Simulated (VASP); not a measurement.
A run of VASP 6.6.1:

File INCAR:

```
SYSTEM = Tc
PREC = Accurate
ENCUT = 500
EDIFF = 1E-6
ISMEAR = 0
SIGMA = 0.05
LREAL = .FALSE.
LASPH = .TRUE.
NELM = 120
ALGO = Normal
ISIF = 2
LWAVE = .FALSE.
LCHARG = .TRUE.
GGA = PE
LELF = .TRUE.
LVHAR = .TRUE.
NBANDS = 20
GGA_COMPAT = .FALSE.
```

Contents of KPOINTS:

```
regular mesh
0
G
  8 8 4
  0 0 0
```

File POSCAR:

```
Tc
1.0
    2.7512809728      0.0000000000      0.0000000000
   -1.3756404864      2.3826792154      0.0000000000
    0.0000000000      0.0000000000      4.3934340710
Tc
2
Direct
    0.3333333333      0.6666666667      0.7500000000
    0.6666666667      0.3333333333      0.2500000000
```

Potentials or basis: VASP PAW PBE potentials, release 64 (Tc_pv).

Run with:

```bash
$ cat potpaw_PBE.64/Tc_pv/POTCAR > POTCAR
$ mpirun -np 1 vasp_std > vasp.out
```

Hardware: 1 thread of Intel Xeon 8259CL (shared host).

Question: How long does it take, and how much memory?

Answer: Run time: 25 s on 1 thread of Intel Xeon 8259CL, on a shared host, peak memory 0.14 GiB. Counts: scf iterations 12, k points 30.
